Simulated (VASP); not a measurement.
# SrO in VASP: notebook

Runs on SrO. Level: PBE. Tasks: single point.

Everything below comes from runs of VASP 6.6.1. Logs are shortened: lines on timing, memory, paths and dates and some standing lists are left out, and cuts for length are marked.

### Step 1. The cell of the first run

It takes space group Fm-3m (No. 225, cubic). Conventional cell: a = 5.366 Å, b = 5.366 Å, c = 5.366 Å, α = 90.00°, β = 90.00°, γ = 90.00°. Within 3.5 Å of Sr (site symmetry m-3m) lie 6 O at 2.68 Å. O (site symmetry m-3m) has 6 Sr at 2.68 Å within 3.5 Å.

### Step 2. Single point, PBE (strained and its atoms moved)

INCAR

```
SYSTEM = SrO
  PREC = Accurate
  ENCUT = 520
  EDIFF = 1E-7
  ISMEAR = 0
  SIGMA = 0.02
  LREAL = .False.
  LASPH = .True.
  NELM = 100
  ALGO = Normal
  ISIF = 2
  LWAVE = .False.
  LCHARG = .True.
  GGA = PE
  LELF = .True.
  LVHAR = .True.
  NBANDS = 15
```

KPOINTS

```
Automatic mesh
0
Gamma
  8 8 8
  0 0 0
```

POSCAR

```
SrO
1.0
    0.0000000000      2.6828712000      2.6828712000
    2.6828712000      0.0000000000      2.6828712000
    2.6828712000      2.6828712000      0.0000000000
Sr O
1 1
Direct
    0.0000000000      0.0000000000      0.0000000000
    0.5000000000      0.5000000000      0.5000000000
```

Potentials or basis: VASP PAW PBE potentials, release 64 (Sr_sv, O).

Run with:

```bash
cat potpaw_PBE.64/Sr_sv/POTCAR potpaw_PBE.64/O/POTCAR > POTCAR
mpirun -np 1 vasp_std > vasp.out
```

OUTCAR:

```text
SYSTEM = SrO
   PREC = Accurate
   ENCUT = 520
   EDIFF = 1E-7
   ISMEAR = 0
   LREAL = .False.
   LASPH = .True.
   NELM = 100
   ISIF = 2
   GGA = PE

 ion  position               nearest neighbor table
   1  0.000  0.000  0.000-   2 2.68   2 2.68   2 2.68   2 2.68   2 2.68   2 2.68
   2  0.500  0.500  0.500-   1 2.68   1 2.68   1 2.68   1 2.68   1 2.68   1 2.68

  LATTYP: Found a face centered cubic cell.
 ALAT       =     5.3657424000

  Lattice vectors:

 A1 = (   0.0000000000,   2.6828712000,   2.6828712000)
 A2 = (   2.6828712000,   0.0000000000,   2.6828712000)
 A3 = (   2.6828712000,   2.6828712000,   0.0000000000)

Analysis of symmetry for initial positions (statically):
=====================================================================
 Subroutine PRICEL returns:
 Original cell was already a primitive cell.

 Routine SETGRP: Setting up the symmetry group for a
 face centered cubic supercell.

 Subroutine GETGRP returns: Found 48 space group operations
 (whereof 48 operations were pure point group operations)
 out of a pool of 48 trial point group operations.

The static configuration has the point symmetry O_h .

Analysis of symmetry for dynamics (positions and initial velocities):
=====================================================================
 Subroutine PRICEL returns:
 Original cell was already a primitive cell.

 Routine SETGRP: Setting up the symmetry group for a
 face centered cubic supercell.

 Subroutine GETGRP returns: Found 48 space group operations
 (whereof 48 operations were pure point group operations)
 out of a pool of 48 trial point group operations.

The dynamic configuration has the point symmetry O_h .

 Subroutine INISYM returns: Found 48 space group operations
 (whereof 48 operations are pure point group operations),
 and found     1 'primitive' translations

----------------------------------------------------------------------------------------

                                     Primitive cell

  volume of cell :      38.6215

  direct lattice vectors                    reciprocal lattice vectors
     0.000000000  2.682871200  2.682871200    -0.186367501  0.186367501  0.186367501
     2.682871200  0.000000000  2.682871200     0.186367501 -0.186367501  0.186367501
     2.682871200  2.682871200  0.000000000     0.186367501  0.186367501 -0.186367501

  length of vectors
     3.794152837  3.794152837  3.794152837     0.322797980  0.322797980  0.322797980

  position of ions in fractional coordinates (direct lattice)
     0.000000000  0.000000000  0.000000000
     0.500000000  0.500000000  0.500000000

  ion indices of the primitive-cell ions
   primitive index   ion index
                 1           1
                 2           2

----------------------------------------------------------------------------------------

 KPOINTS: Automatic mesh

Automatic generation of k-mesh.
 Grid dimensions read from file:
 generate k-points for:    8    8    8

 Generating k-lattice:

  Cartesian coordinates                     Fractional coordinates (reciprocal lattice)
    -0.023295938  0.023295938  0.023295938     0.125000000  0.000000000  0.000000000
     0.023295938 -0.023295938  0.023295938     0.000000000  0.125000000  0.000000000
     0.023295938  0.023295938 -0.023295938     0.000000000  0.000000000  0.125000000

  Length of vectors
     0.040349747  0.040349747  0.040349747

  Shift w.r.t. Gamma in fractional coordinates (k-lattice)
     0.000000000  0.000000000  0.000000000

 Subroutine IBZKPT returns following result:
 ===========================================

 Found     29 irreducible k-points:

 Following reciprocal coordinates:
            Coordinates               Weight
  0.000000  0.000000  0.000000      1.000000
  0.125000  0.000000  0.000000      8.000000
  0.250000  0.000000  0.000000      8.000000
  0.375000  0.000000  0.000000      8.000000
  0.500000  0.000000  0.000000      4.000000
  0.125000  0.125000  0.000000      6.000000
[... 16 lines left out ...]
  0.500000  0.250000  0.125000     48.000000
 -0.375000  0.250000  0.125000     24.000000
 [... further k-points ...]
   k-points           NKPTS =     29   k-points in BZ     NKDIM =     29   number of bands    NBANDS=     15
   number of dos      NEDOS =    301   number of ions     NIONS =      2
   total plane-waves  NPLWV =  21952
   dimension x,y,z NGX =    28 NGY =   28 NGZ =   28
   dimension x,y,z NGXF=    56 NGYF=   56 NGZF=   56
   ions per type =               1   1
   NGX,Y,Z   is equivalent  to a cutoff of  12.27, 12.27, 12.27 a.u.
   NGXF,Y,Z  is equivalent  to a cutoff of  24.54, 24.54, 24.54 a.u.
 SYSTEM =  SrO
   PREC   = accura    normal or accurate (medium, high low for compatibility)
   ISTART =      0    job   : 0-new  1-cont  2-samecut
   ICHARG =      2    charge: 1-file 2-atom 10-const
   ISPIN  =      1    spin polarized calculation?
   LNONCOLLINEAR =      F non collinear calculations
   LSORBIT =      F    spin-orbit coupling
   LASPH  =      T    aspherical Exc in radial PAW
   ENCUT  =  520.0 eV  38.22 Ry    6.18 a.u.   7.05  7.05  7.05*2*pi/ulx,y,z
   NELM   =    100;   NELMIN=  2; NELMDL= -5     # of ELM steps
   EDIFF  = 0.1E-06   stopping-criterion for ELM
   LREAL  =      F    real-space projection
   EDIFFG = 0.1E-05   stopping-criterion for IOM
   NSW    =      0    number of steps for IOM
   IBRION =     -1    ionic relax: 0-MD 1-quasi-New 2-CG
   NFREE  =      0    steps in history (QN), initial steepest desc. (CG)
   ISIF   =      2    stress and relaxation
   ISYM   =      2    0-nonsym 1-usesym 2-fastsym
   POTIM  = 0.5000    time-step for ionic-motion
   TEBEG  =    0.0;   TEEND  =   0.0 temperature during run
   PSTRESS=    0.0 pullay stress
   NELECT =      16.0000    total number of electrons
   NUPDOWN=      -1.0000    fix difference up-down
   EMIN   =  10.00;   EMAX   =-10.00  energy-range for DOS
   EFERMI =   0.00;   METHOD = LEGACY
   ISMEAR =     0;   SIGMA  =   0.02  broadening in eV -4-tet -1-fermi 0-gaus
   EFERMI_NEDOS =   21; number of points for ismear=-14 and -15
   IALGO  =     38    algorithm
   IMIX   =      4    mixing-type and parameters
     AMIX     =   0.40;   BMIX     =  1.00
     AMIX_MAG =   1.60;   BMIX_MAG =  1.00
  volume/ion in A,a.u.               =      19.31       130.32
  Fermi-wavevector in a.u.,A,eV,Ry     =   1.220408  2.306236 20.264455  1.489395
  Thomas-Fermi vector in A             =   2.355626
   LORBIT       =      0    0 simple, 1 ext, 2 COOP (PROOUT), +10 PAW based schemes
   GGA     = PE    functional components
   LHFCALC =     F    Hartree Fock is set to
   AEXX    =    0.0000 exact exchange contribution
   IVDW    =     0    specifies the selected vdW correction
   LEPSILON=     F    determine dielectric tensor
   LRPA    =     F    only Hartree local field effects (RPA)
 non-spin polarized calculation
 Gauss-broadening in eV      SIGMA  =   0.02
  energy-cutoff  :      520.00
  volume of cell :       38.62
 maximum number of plane-waves:      1056
   NGX = 15   NGY = 15   NGZ = 15

 number of electron      16.0000002 magnetization

 Free energy of the ion-electron system (eV)
  ---------------------------------------------------
  ext. energy  EPLUGINS =         0.00000000
  ---------------------------------------------------
  free energy    TOTEN  =       -11.98554107 eV

  energy without entropy =      -11.98554107  energy(sigma->0) =      -11.98554107

 E-fermi :   1.2944     XC(G=0):  -9.4391

 val. band max:        1.1057862151   @ k =   0.0000   0.0000   0.0000
 cond. band min:       4.2424600136   @ k =   0.0000   0.0000   0.0000
 fundamental gap:      3.1366737984
 Fermi energy:         1.2943870191

 k-point     1 :       0.0000    0.0000    0.0000
  band No.  band energies     occupation
      1     -31.7665      2.00000
      2     -13.8261      2.00000
      3     -13.5091      2.00000
      4     -13.5091      2.00000
      5     -13.5091      2.00000
      6       1.1058      2.00000
      7       1.1058      2.00000
      8       1.1058      2.00000
      9       4.2425      0.00000
     10       7.0132      0.00000
     11       7.0132      0.00000
     12       7.0132      0.00000
     13       8.9086      0.00000
     14       8.9086      0.00000
     15      13.1781      0.00000

 k-point     2 :       0.1250    0.0000    0.0000
  band No.  band energies     occupation
      1     -31.7553      2.00000
      2     -14.2600      2.00000
      3     -13.5181      2.00000
      4     -13.5181      2.00000
      5     -13.1051      2.00000
      6       0.6829      2.00000
      7       0.9502      2.00000
      8       0.9502      2.00000
      9       4.8985      0.00000
     10       6.8701      0.00000
     11       7.2769      0.00000
     12       7.2769      0.00000
     13       9.2365      0.00000
     14       9.2365      0.00000
     15      14.0421      0.00000

 k-point     3 :       0.2500    0.0000    0.0000
  band No.  band energies     occupation
      1     -31.7281      2.00000
      2     -14.7551      2.00000
      3     -13.5396      2.00000
      4     -13.5396      2.00000
      5     -12.6828      2.00000
      6      -0.0545      2.00000
      7       0.6097      2.00000
      8       0.6097      2.00000
      9       6.2774      0.00000
     10       6.8117      0.00000
     11       7.9866      0.00000
     12       7.9866      0.00000
     13      10.0688      0.00000
     14      10.0688      0.00000
     15      15.6601      0.00000

 k-point     4 :       0.3750    0.0000    0.0000
  band No.  band energies     occupation
      1     -31.7007      2.00000
      2     -15.1002      2.00000
      3     -13.5608      2.00000
      4     -13.5608      2.00000
      5     -12.4106      2.00000
      6      -0.6230      2.00000
      7       0.3072      2.00000
      8       0.3072      2.00000
      9       6.9416      0.00000
     10       7.8283      0.00000
     11       8.8306      0.00000
     12       8.8306      0.00000
     13      11.1293      0.00000
     14      11.1293      0.00000
     15      14.9617      0.00000
[... 307 lines left out ...]
 k-point    22 :       0.3750    0.2500    0.1250
  band No.  band energies     occupation
      1     -31.7083      2.00000
      2     -14.7734      2.00000
      3     -13.6780      2.00000
      4     -13.5787      2.00000
      5     -12.6997      2.00000
      6      -0.2084      2.00000
      7       0.5307      2.00000
      8       0.8229      2.00000
      9       5.9710      0.00000
     10       6.7239      0.00000
     11       8.7385      0.00000
     12       8.9759      0.00000
     13      10.2293      0.00000
     14      10.8271      0.00000
     15      16.0512      0.00000

 k-point    23 :       0.5000    0.2500    0.1250
  band No.  band energies     occupation
      1     -31.6865      2.00000
      2     -14.9104      2.00000
      3     -13.7476      2.00000
      4     -13.6247      2.00000
      5     -12.6211      2.00000
      6      -0.2972      2.00000
      7       0.3292      2.00000
      8       0.6011      2.00000
      9       6.3726      0.00000
     10       7.4966      0.00000
     11       9.1477      0.00000
     12       9.4611      0.00000
     13      11.1104      0.00000
     14      11.9312      0.00000
     15      13.9032      0.00000

 k-point    24 :      -0.3750    0.2500    0.1250
  band No.  band energies     occupation
      1     -31.6774      2.00000
      2     -14.9640      2.00000
      3     -13.7637      2.00000
      4     -13.6571      2.00000
      5     -12.5915      2.00000
      6      -0.3259      2.00000
      7       0.3616      2.00000
      8       0.3840      2.00000
      9       7.0015      0.00000
     10       7.3202      0.00000
     11       9.3998      0.00000
     12       9.8043      0.00000
     13      11.5605      0.00000
     14      12.7421      0.00000
     15      12.9273      0.00000

 [... further k-points ...]
[... 5 lines left out ...]
  --------------------------------------------------------------------------------------
  -------------------------------------------------------------------------------------
  Total       -1.5141801     -1.5141801     -1.5141801     -0.0000000     -0.0000000     -0.0000000
  in kB      -62.8143171    -62.8143171    -62.8143171     -0.0000000     -0.0000000     -0.0000000
  external PRESSURE =     -62.8143171 kB  Pullay stress =       0.0000000 kB

 VOLUME and BASIS-vectors are now :
 -----------------------------------------------------------------------------
  energy-cutoff  :      520.00
  volume of cell :       38.62
      direct lattice vectors                 reciprocal lattice vectors
     0.000000000  2.682871200  2.682871200    -0.186367501  0.186367501  0.186367501
     2.682871200  0.000000000  2.682871200     0.186367501 -0.186367501  0.186367501
     2.682871200  2.682871200  0.000000000     0.186367501  0.186367501 -0.186367501

 POSITION                                       TOTAL-FORCE (eV/Angst)
 -----------------------------------------------------------------------------------
      0.00000      0.00000      0.00000        -0.000000     -0.000000     -0.000000
      2.68287      2.68287      2.68287         0.000000      0.000000      0.000000
 -----------------------------------------------------------------------------------
    total drift:                                0.000000      0.000000      0.000000

  FREE ENERGIE OF THE ION-ELECTRON SYSTEM (eV)
  ---------------------------------------------------
  free  energy   TOTEN  =       -11.9855410740 eV

  energy  without entropy=      -11.9855410740  energy(sigma->0) =      -11.98554107
```

Wall time 8.9 s (1 thread of Intel Xeon 6975P-C (Granite Rapids), shared host); peak memory 0.16 GiB.

Results:

| Property | Result |
| --- | --- |
| Free energy | -11.9855 eV |
| Pressure | -6.3 GPa |
| Band gap on the k mesh | 3.14 eV, direct |

Levels at points of the mesh, in eV from the valence-band top:
| k point | band 4 | band 5 | band 6 | band 7 | band 8 | band 9 | band 10 | band 11 | band 12 | band 13 |
| --- | --- | --- | --- | --- | --- | --- | --- | --- | --- | --- |
| (0.00, 0.00, 0.00) | -14.61 | -14.61 | 0.00 | 0.00 | 0.00 | 3.14 | 5.91 | 5.91 | 5.91 | 7.80 |
| (0.50, 0.00, 0.00) | -14.68 | -13.42 | -1.94 | -0.92 | -0.92 | 6.00 | 7.46 | 8.12 | 8.12 | 10.73 |
| (0.50, 0.50, 0.00) | -14.86 | -14.86 | -0.60 | -0.15 | -0.15 | 3.30 | 6.88 | 9.28 | 9.34 | 10.08 |

Caveat: the cell differs from its parent crystal (strained and its atoms moved).

### Step 3. Single point, PBE (atoms moved at random and the cell strained at random)

INCAR

```
ALGO = Normal ; EDIFF = 1E-7
ENCUT = 520 ; GGA = PE
ISIF = 2 ; ISMEAR = 0
LASPH = T ; LCHARG = T
LELF = T ; LREAL = F
LVHAR = T ; LWAVE = F
NBANDS = 15 ; NELM = 100
PREC = Accurate ; SIGMA = 0.02
```

KPOINTS

```
k-points
0
Gamma
  8 8 8
```

POSCAR

```
SrO
1.0
    0.0049854120      2.4798313020      2.4650292540
    2.4928858860      0.0008737320      2.4691409340
    2.4918579660      2.4829150620      0.0019016520
Sr O
1 1
Direct
    0.0043758269      0.0026597401     -0.0100494202
    0.4956241731      0.4973402599      0.5100494202
```

Potentials or basis: VASP PAW PBE potentials, release 64 (Sr_sv, O).

Run with:

```bash
cat potpaw_PBE.64/Sr_sv/POTCAR potpaw_PBE.64/O/POTCAR > POTCAR
mpirun -np 1 vasp_std > vasp.out
```

OUTCAR:

```text
EDIFF = 1E-7
   ENCUT = 520
   GGA = PE
   ISIF = 2
   ISMEAR = 0
   LASPH = T
   LREAL = F
   NELM = 100
   PREC = Accurate

 ion  position               nearest neighbor table
   1  0.004  0.003  0.990-   2 2.43   2 2.45   2 2.45   2 2.50   2 2.51   2 2.53
   2  0.496  0.497  0.510-   1 2.43   1 2.45   1 2.45   1 2.50   1 2.51   1 2.53

  LATTYP: Found a triclinic cell.
 ALAT       =     6.0848649049
 B/A-ratio  =     1.4113225809
 C/A-ratio  =     0.5771873589
 COS(alpha) =     0.0015982138
[... 615 lines left out ...]
      9       6.5442      0.00000
     10       9.9843      0.00000
     11      12.0377      0.00000
     12      12.2420      0.00000
     13      12.8994      0.00000
     14      14.2745      0.00000
     15      19.8070      0.00000

 [... further k-points ...]
[... 5 lines left out ...]
  --------------------------------------------------------------------------------------
  -------------------------------------------------------------------------------------
  Total        3.0981094      3.2443651      3.5475224     -0.0228368      0.0164733     -0.0129398
  in kB      162.9174926    170.6085115    186.5503708     -1.2008980      0.8662662     -0.6804547
  external PRESSURE =     173.3587916 kB  Pullay stress =       0.0000000 kB

 VOLUME and BASIS-vectors are now :
 -----------------------------------------------------------------------------
  energy-cutoff  :      520.00
  volume of cell :       30.47
      direct lattice vectors                 reciprocal lattice vectors
     0.004985412  2.479831302  2.465029254    -0.201218550  0.201787755  0.203082201
     2.492885886  0.000873732  2.469140934     0.200728751 -0.201606757  0.202411403
     2.491857966  2.482915062  0.001901652     0.200898003  0.201286209 -0.202901203

 POSITION                                       TOTAL-FORCE (eV/Angst)
 -----------------------------------------------------------------------------------
      2.47347      2.46882      0.01924         0.129718      0.107494     -0.149292
      2.51325      2.49591      2.45070        -0.129718     -0.107494      0.149292
 -----------------------------------------------------------------------------------
    total drift:                               -0.000068     -0.000087      0.000068

  FREE ENERGIE OF THE ION-ELECTRON SYSTEM (eV)
  ---------------------------------------------------
  free  energy   TOTEN  =       -11.8193566416 eV

  energy  without entropy=      -11.8193566416  energy(sigma->0) =      -11.81935664
```

OSZICAR:

```text
N       E                     dE             d eps       ncg     rms          rms(c)
DAV:   1     0.679180788827E+02    0.67918E+02   -0.86244E+03  7832   0.106E+03
DAV:   2    -0.111118125285E+02   -0.79030E+02   -0.72579E+02 10578   0.226E+02
DAV:   3    -0.140238686132E+02   -0.29121E+01   -0.28985E+01 10151   0.387E+01
DAV:   4    -0.140763343068E+02   -0.52466E-01   -0.52460E-01  9476   0.523E+00
DAV:   5    -0.140779306849E+02   -0.15964E-02   -0.15964E-02  9883   0.738E-01    0.206E+01
DAV:   6    -0.119334335882E+02    0.21445E+01   -0.63216E+00  7954   0.206E+01    0.241E+01
DAV:   7    -0.118282231931E+02    0.10521E+00   -0.23674E-01 10056   0.453E+00    0.141E+01
DAV:   8    -0.118169589057E+02    0.11264E-01   -0.10061E-01 10873   0.312E+00    0.913E-01
DAV:   9    -0.118187417615E+02   -0.17829E-02   -0.48303E-03 10451   0.481E-01    0.227E-01
DAV:  10    -0.118192585007E+02   -0.51674E-03   -0.49843E-04  8353   0.194E-01    0.456E-02
DAV:  11    -0.118193430061E+02   -0.84505E-04   -0.83419E-05  8906   0.696E-02    0.298E-02
DAV:  12    -0.118193566390E+02   -0.13633E-04   -0.18650E-05  8248   0.333E-02    0.802E-03
DAV:  13    -0.118193567421E+02   -0.10309E-06   -0.67273E-07  9326   0.742E-03    0.360E-03
DAV:  14    -0.118193566387E+02    0.10335E-06   -0.79915E-08  8487   0.232E-03    0.160E-03
DAV:  15    -0.118193566416E+02   -0.28472E-08   -0.69082E-09  4551   0.668E-04
   1 F= -.11819357E+02 E0= -.11819357E+02  d E =-.180404E-49
```

Wall time 65 s (1 thread of Intel Xeon 6975P-C (Granite Rapids), shared host); peak memory 0.25 GiB.

What came out:

```
Free energy            : -11.8194 eV
Pressure               : 17.3 GPa
Largest force          : 0.225 eV/Å
Band gap on the k mesh : 3.15 eV, indirect (least direct gap 3.18 eV)
```

Forces in eV/Å, atoms in the order of the input:
```
Sr   0.130  0.107 -0.149
O   -0.130 -0.107  0.149
```

Stress tensor (GPa, compression positive):
```
16.29 -0.12 -0.07
-0.12 17.06  0.09
-0.07  0.09 18.66
```

Caveat: the cell differs from its parent crystal (atoms moved at random and the cell strained at random). A k mesh can miss the band edges.

(Part 1 of 2 ends here.)
